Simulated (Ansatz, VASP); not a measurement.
One calculation of NaF, two programs

Contents of INCAR:

```
SYSTEM = NaF
PREC     = Accurate       ! precision mode
ENCUT    = 520            ! plane-wave cutoff, eV
EDIFF    = 1E-7           ! SCF threshold, eV
ISMEAR   = 0              ! smearing method
SIGMA    = 0.01           ! smearing width, eV
LREAL    = .False.        ! projectors in reciprocal space
LASPH    = .True.         ! aspherical terms in the spheres
NELM     = 60             ! most SCF steps
ALGO     = Normal         ! electronic algorithm
ISIF     = 2              ! what is computed and relaxed
LWAVE    = .False.        ! write WAVECAR
LCHARG   = .True.         ! write CHGCAR
GGA      = PE             ! functional
LELF     = .True.         ! ELF
LVHAR    = .True.       
NBANDS   = 14             ! bands
```

KPOINTS

```
Automatic mesh
0
Gamma
  10 10 10
  0 0 0
```

File POSCAR:

```
NaF
1.0
    0.0000000000      2.2971680842      2.2971680842
    2.2971680842      0.0000000000      2.2971680842
    2.2971680842      2.2971680842      0.0000000000
Na F
1 1
Direct
    0.0000000000      0.0000000000      0.0000000000
    0.5000000000      0.5000000000      0.5000000000
```

Input for Ansatz:

```yaml
crystal:
  lattice:
    - [0.0, 2.2971680842, 2.2971680842]
    - [2.2971680842, 0.0, 2.2971680842]
    - [2.2971680842, 2.2971680842, 0.0]
  atoms:
    - { symbol: Na, position: [0.0, 0.0, 0.0] }
    - { symbol: F, position: [0.5, 0.5, 0.5] }
kpoints:
  mp_grid: { grid: [10, 10, 10] }
  band_path:
    path:
      - [0.0, 0.0, 0.0]
      - [0.5, 0.0, 0.5]
      - [0.625, 0.25, 0.625]
      - [0.375, 0.375, 0.75]
      - [0.5, 0.5, 0.5]
      - [0.5, 0.25, 0.75]
    npoints: 1
hamiltonian:
  xc: pbe
scf:
  occupations: { method: fixed }
  n_extra_bands: 4
output:
  forces: true
  stress: true
  eigenvalues: true
```

Alike in both runs: task single point; functional PBE; k mesh 10 × 10 × 10; no spin polarisation.

|  | VASP | Ansatz |
| --- | --- | --- |
| version | VASP 6.6.1 | Ansatz 0.2.0 |
| potentials or method | VASP PAW PBE potentials, release 64 (Na_pv, F) | plane waves, PAW |
| plane-wave cutoff (eV) | 520 | 420 |
| occupations | gaussian, width 0.01 eV | fixed |
| valence electrons in the cell | 14 | 16 |

Ansatz gave:

- gap on the k mesh at the Fermi level (eV): 6.46
- pressure (GPa): 3.6

Q: What did VASP give for the same quantities?

A: gap on the k mesh at the Fermi level (eV): 6.44; pressure (GPa): 3.5.

VASP's potentials hold 14 valence electrons a cell and Ansatz's 16, so a difference there can come from the potentials and not from the codes.
